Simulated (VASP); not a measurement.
W: single point with LDA

The system is W.

```
W
1.0
     0.00000    2.03000    2.03000
     2.03000    0.00000    2.03000
     2.03000    2.03000    0.00000
W
1
Direct
  0.00000 0.00000 0.00000
```

```
Program             : VASP 6.6.1
Task                : single point
Functional          : LDA
Potentials or basis : VASP PAW LDA potentials, release 64 (W_sv)
Cutoff              : 520 eV
k mesh              : 5 × 5 × 5
Occupations         : fermi-dirac, width 0.1 eV
Spin                : no spin polarisation
```

* Pressure: -16.7 GPa
* Band gap on the k mesh: zero (band 7 reaches 11.63 eV, above the bottom of band 8 at 9.52 eV)

Levels at points of the mesh, in eV from the Fermi level:
```
           k point  band 4  band 5  band 6  band 7  band 8  band 9  band 10  band 11
(0.00, 0.00, 0.00)  -37.45   -9.08   -0.85   -0.85   -0.85    2.16     2.16    12.56
```

It took 3.8 s on 1 thread of AMD EPYC 7R43 64-Core Processor (Zen 3), with other jobs on the host, peak memory 0.09 GiB.

Caveat: the k points lie up to 0.54 Å⁻¹ apart; spin-orbit coupling is left out, which moves the levels of the heavy elements.
